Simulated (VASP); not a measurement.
# Ru (P6_3/mmc) in VASP: notebook

Runs on Ru. Level: PBEsol. Tasks: single point.

Program: VASP 6.6.1. These are calculated values, not measurements. Logs are shortened: lines on timing, memory, paths and dates and some standing lists are left out, and cuts for length are marked.

### 1 The cell of the first run

It takes space group P6_3/mmc (No. 194, hexagonal). Conventional cell: a = 2.501 Å, b = 2.501 Å, c = 4.354 Å, α = 90.00°, β = 90.00°, γ = 120.00°. Ru (site symmetry -6m2) has 12 Ru at 2.50 to 2.61 Å within 3.3 Å.

### 2 Single point, PBEsol

INCAR

```
PREC = Accurate
ENCUT = 520
EDIFF = 1E-7
ISMEAR = 0
SIGMA = 0.15
LREAL = False
LASPH = True
NELM = 100
ALGO = Normal
ISIF = 2
LWAVE = False
LCHARG = False
GGA = PS
NBANDS = 21
```

KPOINTS

```
Automatic mesh
0
Gamma
  18 18 10
```

POSCAR

```
Ru
1.0
    2.5014000000      0.0000000000      0.0000000000
   -1.2507000000      2.1662759450      0.0000000000
    0.0000000000      0.0000000000      4.3544000000
Ru
2
Direct
    0.3333333333      0.6666666667      0.2500000000
    0.6666666667      0.3333333333      0.7500000000
```

Potentials or basis: VASP PAW PBE potentials, release 64 (Ru_pv).

Command:

```sh
$ cat potpaw_PBE.64/Ru_pv/POTCAR > POTCAR
$ mpirun -np 1 vasp_std > vasp.out
```

OUTCAR:

```text
PREC = Accurate
   ENCUT = 520
   EDIFF = 1E-7
   ISMEAR = 0
   LREAL = False
   LASPH = True
   NELM = 100
   ISIF = 2
   GGA = PS

 ion  position               nearest neighbor table
   1  0.333  0.667  0.250-   2 2.61   2 2.61   2 2.61   2 2.61   2 2.61   2 2.61
   2  0.667  0.333  0.750-   1 2.61   1 2.61   1 2.61   1 2.61   1 2.61   1 2.61

  LATTYP: Found a hexagonal cell.
 ALAT       =     2.5014000000
 C/A-ratio  =     1.7407851603

  Lattice vectors:

 A1 = (   2.5014000000,   0.0000000000,   0.0000000000)
 A2 = (  -1.2507000000,   2.1662759450,   0.0000000000)
 A3 = (   0.0000000000,   0.0000000000,   4.3544000000)

Analysis of symmetry for initial positions (statically):
=====================================================================
 Subroutine PRICEL returns:
 Original cell was already a primitive cell.

 Routine SETGRP: Setting up the symmetry group for a
 hexagonal supercell.

 Subroutine GETGRP returns: Found 24 space group operations
 (whereof 12 operations were pure point group operations)
 out of a pool of 24 trial point group operations.

The static configuration has the point symmetry D_3d.
 The point group associated with its full space group is D_6h.

Analysis of symmetry for dynamics (positions and initial velocities):
=====================================================================
 Subroutine PRICEL returns:
 Original cell was already a primitive cell.

 Routine SETGRP: Setting up the symmetry group for a
 hexagonal supercell.

 Subroutine GETGRP returns: Found 24 space group operations
 (whereof 12 operations were pure point group operations)
 out of a pool of 24 trial point group operations.

The dynamic configuration has the point symmetry D_3d.
 The point group associated with its full space group is D_6h.

 Subroutine INISYM returns: Found 24 space group operations
 (whereof 12 operations are pure point group operations),
 and found     1 'primitive' translations

----------------------------------------------------------------------------------------

                                     Primitive cell

  volume of cell :      23.5953

  direct lattice vectors                    reciprocal lattice vectors
     2.501400000  0.000000000  0.000000000     0.399776125  0.230810854  0.000000000
    -1.250700000  2.166275945  0.000000000     0.000000000  0.461621707  0.000000000
     0.000000000  0.000000000  4.354400000     0.000000000  0.000000000  0.229652765

  length of vectors
     2.501400000  2.501400000  4.354400000     0.461621707  0.461621707  0.229652765

  position of ions in fractional coordinates (direct lattice)
     0.333333333  0.666666667  0.250000000
     0.666666667  0.333333333  0.750000000

  ion indices of the primitive-cell ions
   primitive index   ion index
                 1           1
                 2           2

----------------------------------------------------------------------------------------

 KPOINTS: Automatic mesh

Automatic generation of k-mesh.
 Grid dimensions read from file:
 generate k-points for:   18   18   10

 Generating k-lattice:

  Cartesian coordinates                     Fractional coordinates (reciprocal lattice)
     0.022209785  0.012822825  0.000000000     0.055555556 -0.000000000  0.000000000
     0.000000000  0.025645650  0.000000000     0.000000000  0.055555556  0.000000000
     0.000000000  0.000000000  0.022965277     0.000000000  0.000000000  0.100000000

  Length of vectors
     0.025645650  0.025645650  0.022965277

  Shift w.r.t. Gamma in fractional coordinates (k-lattice)
     0.000000000  0.000000000  0.000000000

 Subroutine IBZKPT returns following result:
 ===========================================

 Found    222 irreducible k-points:

 Following reciprocal coordinates:
            Coordinates               Weight
  0.000000  0.000000  0.000000      1.000000
  0.055556  0.000000  0.000000      6.000000
  0.111111  0.000000  0.000000      6.000000
  0.166667  0.000000  0.000000      6.000000
  0.222222 -0.000000  0.000000      6.000000
  0.277778  0.000000  0.000000      6.000000
[... 16 lines left out ...]
  0.333333  0.111111  0.000000     12.000000
  0.388889  0.111111  0.000000     12.000000
 [... further k-points ...]
   k-points           NKPTS =    222   k-points in BZ     NKDIM =    222   number of bands    NBANDS=     21
   number of dos      NEDOS =    301   number of ions     NIONS =      2
   total plane-waves  NPLWV =  12800
   dimension x,y,z NGX =    20 NGY =   20 NGZ =   32
   dimension x,y,z NGXF=    40 NGYF=   40 NGZF=   64
   ions per type =               2
   NGX,Y,Z   is equivalent  to a cutoff of  13.29, 13.29, 12.22 a.u.
   NGXF,Y,Z  is equivalent  to a cutoff of  26.58, 26.58, 24.43 a.u.
 SYSTEM =  unknown system
   PREC   = accura    normal or accurate (medium, high low for compatibility)
   ISTART =      0    job   : 0-new  1-cont  2-samecut
   ICHARG =      2    charge: 1-file 2-atom 10-const
   ISPIN  =      1    spin polarized calculation?
   LNONCOLLINEAR =      F non collinear calculations
   LSORBIT =      F    spin-orbit coupling
   LASPH  =      T    aspherical Exc in radial PAW
   ENCUT  =  520.0 eV  38.22 Ry    6.18 a.u.   4.65  4.65  8.10*2*pi/ulx,y,z
   NELM   =    100;   NELMIN=  2; NELMDL= -5     # of ELM steps
   EDIFF  = 0.1E-06   stopping-criterion for ELM
   LREAL  =      F    real-space projection
   EDIFFG = 0.1E-05   stopping-criterion for IOM
   NSW    =      0    number of steps for IOM
   IBRION =     -1    ionic relax: 0-MD 1-quasi-New 2-CG
   NFREE  =      0    steps in history (QN), initial steepest desc. (CG)
   ISIF   =      2    stress and relaxation
   ISYM   =      2    0-nonsym 1-usesym 2-fastsym
   POTIM  = 0.5000    time-step for ionic-motion
   TEBEG  =    0.0;   TEEND  =   0.0 temperature during run
   PSTRESS=    0.0 pullay stress
   NELECT =      28.0000    total number of electrons
   NUPDOWN=      -1.0000    fix difference up-down
   EMIN   =  10.00;   EMAX   =-10.00  energy-range for DOS
   EFERMI =   0.00;   METHOD = LEGACY
   ISMEAR =     0;   SIGMA  =   0.15  broadening in eV -4-tet -1-fermi 0-gaus
   EFERMI_NEDOS =   21; number of points for ismear=-14 and -15
   IALGO  =     38    algorithm
   IMIX   =      4    mixing-type and parameters
     AMIX     =   0.40;   BMIX     =  1.00
     AMIX_MAG =   1.60;   BMIX_MAG =  1.00
  volume/ion in A,a.u.               =      11.80        79.61
  Fermi-wavevector in a.u.,A,eV,Ry     =   1.733215  3.275301 40.872365  3.004034
  Thomas-Fermi vector in A             =   2.807244
   LORBIT       =      0    0 simple, 1 ext, 2 COOP (PROOUT), +10 PAW based schemes
   GGA     = PS    functional components
   LHFCALC =     F    Hartree Fock is set to
   AEXX    =    0.0000 exact exchange contribution
   IVDW    =     0    specifies the selected vdW correction
   LEPSILON=     F    determine dielectric tensor
   LRPA    =     F    only Hartree local field effects (RPA)
 non-spin polarized calculation
 Gauss-broadening in eV      SIGMA  =   0.15
  energy-cutoff  :      520.00
  volume of cell :       23.60
 maximum number of plane-waves:       653
 NGX is ok and might be reduce to    20
   NGX =  9   NGY =  9   NGZ = 17

 number of electron      28.0000004 magnetization

 Free energy of the ion-electron system (eV)
  ---------------------------------------------------
  ext. energy  EPLUGINS =         0.00000000
  ---------------------------------------------------
  free energy    TOTEN  =       -19.55484307 eV

  energy without entropy =      -19.54207989  energy(sigma->0) =      -19.54846148

 E-fermi :  15.4725     XC(G=0): -15.1623

 val. band max:       15.4522244023   @ k =   0.1667   0.1111   0.1000
 cond. band min:      15.4786637901   @ k =   0.2222   0.0556   0.0000
 fundamental gap:      0.0264393878
 Fermi energy:        15.4724618250

 k-point     1 :       0.0000    0.0000    0.0000
  band No.  band energies     occupation
      1     -28.6036      2.00000
      2     -27.1409      2.00000
      3     -27.1147      2.00000
      4     -27.1147      2.00000
      5     -26.9594      2.00000
      6     -26.9594      2.00000
[... 13 lines left out ...]
     20      25.6305      0.00000
     21      26.2183      0.00000

 k-point     2 :       0.0556    0.0000    0.0000
  band No.  band energies     occupation
      1     -28.5870      2.00000
      2     -27.1645      2.00000
      3     -27.1439      2.00000
      4     -27.1287      2.00000
      5     -27.0102      2.00000
      6     -26.9679      2.00000
[... 13 lines left out ...]
     20      25.6305      0.00000
     21      26.1963      0.00000

 k-point     3 :       0.1111    0.0000    0.0000
  band No.  band energies     occupation
      1     -28.5383      2.00000
      2     -27.3075      2.00000
      3     -27.1685      2.00000
      4     -27.1543      2.00000
      5     -27.1531      2.00000
      6     -26.9929      2.00000
[... 13 lines left out ...]
     20      25.6305      0.00000
     21      26.1244      0.00000

 k-point     4 :       0.1667    0.0000    0.0000
  band No.  band energies     occupation
      1     -28.4609      2.00000
      2     -27.5246      2.00000
      3     -27.3700      2.00000
      4     -27.2280      2.00000
      5     -27.1699      2.00000
      6     -27.0321      2.00000
[... 13 lines left out ...]
     20      25.6304      0.00000
     21      26.0004      0.00000

 k-point     5 :       0.2222   -0.0000    0.0000
  band No.  band energies     occupation
      1     -28.3600      2.00000
      2     -27.7879      2.00000
      3     -27.6265      2.00000
      4     -27.2989      2.00000
      5     -27.1959      2.00000
      6     -27.0811      2.00000
[... 13 lines left out ...]
     20      25.6302      0.00000
     21      25.8519      0.00000
[... 382 lines left out ...]
     20      25.6299      0.00000
     21      25.8269      0.00000

 k-point    22 :       0.2778    0.1111    0.0000
  band No.  band energies     occupation
      1     -28.2982      2.00000
      2     -28.1486      2.00000
      3     -28.0852      2.00000
      4     -27.5165      2.00000
      5     -27.2946      2.00000
      6     -27.2900      2.00000
[... 13 lines left out ...]
     20      25.9049      0.00000
     21      25.9987      0.00000

 k-point    23 :       0.3333    0.1111    0.0000
  band No.  band energies     occupation
      1     -28.4843      2.00000
      2     -28.3024      2.00000
      3     -27.9700      2.00000
      4     -27.5919      2.00000
      5     -27.3513      2.00000
      6     -27.3416      2.00000
[... 13 lines left out ...]
     20      25.7830      0.00000
     21      27.2019      0.00000

 k-point    24 :       0.3889    0.1111    0.0000
  band No.  band energies     occupation
      1     -28.6043      2.00000
      2     -28.4020      2.00000
      3     -27.8781      2.00000
      4     -27.6405      2.00000
      5     -27.4048      2.00000
      6     -27.3751      2.00000
[... 13 lines left out ...]
     20      25.6296      0.00000
     21      28.0694      0.00000

 [... further k-points ...]
[... 5 lines left out ...]
  --------------------------------------------------------------------------------------
  -------------------------------------------------------------------------------------
  Total       12.2833781     12.2833781      1.8305604     -0.0000000      0.0000000      0.0000000
  in kB      834.0712643    834.0712643    124.2995080     -0.0000000      0.0000000      0.0000000
  external PRESSURE =     597.4806789 kB  Pullay stress =       0.0000000 kB

 VOLUME and BASIS-vectors are now :
 -----------------------------------------------------------------------------
  energy-cutoff  :      520.00
  volume of cell :       23.60
      direct lattice vectors                 reciprocal lattice vectors
     2.501400000  0.000000000  0.000000000     0.399776125  0.230810854  0.000000000
    -1.250700000  2.166275945  0.000000000     0.000000000  0.461621707  0.000000000
     0.000000000  0.000000000  4.354400000     0.000000000  0.000000000  0.229652765

 POSITION                                       TOTAL-FORCE (eV/Angst)
 -----------------------------------------------------------------------------------
     -0.00000      1.44418      1.08860        -0.000000      0.000000      0.000000
      1.25070      0.72209      3.26580         0.000000     -0.000000      0.000000
 -----------------------------------------------------------------------------------
    total drift:                               -0.000000      0.000000     -0.000000

  FREE ENERGIE OF THE ION-ELECTRON SYSTEM (eV)
  ---------------------------------------------------
  free  energy   TOTEN  =       -19.5548430678 eV

  energy  without entropy=      -19.5420798930  energy(sigma->0) =      -19.54846148
```

It took 44 s on 1 thread of AMD EPYC 9R45 (Zen 5), shared host; peak memory 0.17 GiB.

What came out:

| Quantity | Value |
| --- | --- |
| Free energy | -19.5548 eV |
| Pressure | 59.7 GPa |
| Band gap on the k mesh | zero (band 14 reaches 17.42 eV, above the bottom of band 15 at 13.80 eV) |

Levels at points of the mesh, in eV from the Fermi level:
```
           k point  band 11  band 12  band 13  band 14  band 15  band 16  band 17  band 18
(0.00, 0.00, 0.00)    -3.16    -2.56    -2.56    -0.84    -0.84     0.28     1.52     1.52
(0.50, 0.00, 0.00)    -2.92    -2.35    -1.69     1.94     2.54     2.85     5.12     7.46
(0.00, 0.00, 0.50)    -3.15    -3.15    -3.15    -3.15     0.73     0.73     0.73     0.73
(0.50, 0.00, 0.50)    -0.93    -0.93     0.54     0.54     2.72     2.72     4.06     4.06
```

Caveat: the PAW data sets were made with another functional, which shifts forces and pressure a little.

### 3 Single point, PBEsol

This run uses another cell than the first one, of 11.93 Å³/atom, 1.011 times its volume.

INCAR

```
  ALGO = Fast
  EDIFF = 1E-6
  ENCUT = 520
  GGA = PS
  ISIF = 2
  ISMEAR = 0
  LASPH = T
  LCHARG = T
  LELF = T
  LREAL = F
  LVHAR = T
  LWAVE = F
  NBANDS = 21
  NELM = 60
  PREC = Accurate
  SIGMA = 0.15
```

KPOINTS

```
k-points
0
Gamma
  18 18 10
```

POSCAR

```
Ru
1.0
    2.5767000000      0.0000000000      0.0000000000
   -1.2883500000      2.2314876579      0.0000000000
    0.0000000000      0.0000000000      4.1503000000
Ru
2
Direct
    0.3333333333      0.6666666667      0.2500000000
    0.6666666667      0.3333333333      0.7500000000
```

Potentials or basis: VASP PAW PBE potentials, release 64 (Ru_pv).

Command:

```sh
$ cat potpaw_PBE.64/Ru_pv/POTCAR > POTCAR
$ mpirun -np 1 vasp_std > vasp.out
```

It took 49 s on 1 thread of AMD EPYC 9R45 (Zen 5), shared host; peak memory 0.17 GiB.

The run converged. Its results:

- Free energy: -19.9530 eV
- Pressure: 49.7 GPa
- Band gap on the k mesh: zero (band 14 reaches 17.14 eV, above the bottom of band 15 at 13.31 eV)

Stress tensor (GPa, compression positive):
```
53.10  0.00  0.00
 0.00 53.10  0.00
 0.00  0.00 42.95
```

Levels at points of the mesh, in eV from the Fermi level:
| k point | band 12 | band 13 | band 14 | band 15 | band 16 | band 17 |
| --- | --- | --- | --- | --- | --- | --- |
| (0.00, 0.00, 0.00) | -2.35 | -2.35 | -1.52 | -1.52 | 1.22 | 1.45 |
| (0.50, 0.00, 0.00) | -1.95 | -1.90 | 1.93 | 2.32 | 2.40 | 4.90 |
| (0.00, 0.00, 0.50) | -3.29 | -3.27 | -3.27 | 0.69 | 0.69 | 0.69 |
| (0.50, 0.00, 0.50) | -1.22 | 0.56 | 0.56 | 2.21 | 2.21 | 3.97 |

Caveat: the PAW data sets were made with another functional, which shifts forces and pressure a little.
